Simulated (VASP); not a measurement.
Input of a VASP 6.6.1 run:

INCAR

```
PREC = Accurate ; ENCUT = 520
EDIFF = 1E-7 ; ISMEAR = -1
SIGMA = 0.05 ; LREAL = False
LASPH = True ; NELM = 100
ALGO = Fast ; ISIF = 2
LWAVE = False ; LCHARG = False
GGA = PS ; IVDW = 12
NBANDS = 18
```

The input KPOINTS:

```
regular mesh
0
Gamma
  8 8 8
```

Contents of POSCAR:

```
InPd
1.0
    3.2718847800      0.0000000000      0.0000000000
    0.0000000000      3.2718847800      0.0000000000
    0.0000000000      0.0000000000      3.2718847800
In Pd
1 1
Direct
    0.0000000000      0.0000000000      0.0000000000
    0.5000000000      0.5000000000      0.5000000000
```

Potentials or basis: VASP PAW PBE potentials, release 64 (In_d, Pd).

The run is started by

```sh
$ cat potpaw_PBE.64/In_d/POTCAR potpaw_PBE.64/Pd/POTCAR > POTCAR
$ mpirun -np 1 vasp_std > vasp.out
```

Problem. What does it give for the dispersion energy per atom?

Solution. -0.533 eV.

Problem. What does it give for the pressure?

Solution. -7.8 GPa.

Caveat: three body term missing; the PAW data sets were made with another functional, which shifts forces and pressure a little; pairwise dispersion overbinds metals, which lowers pressure and volume.
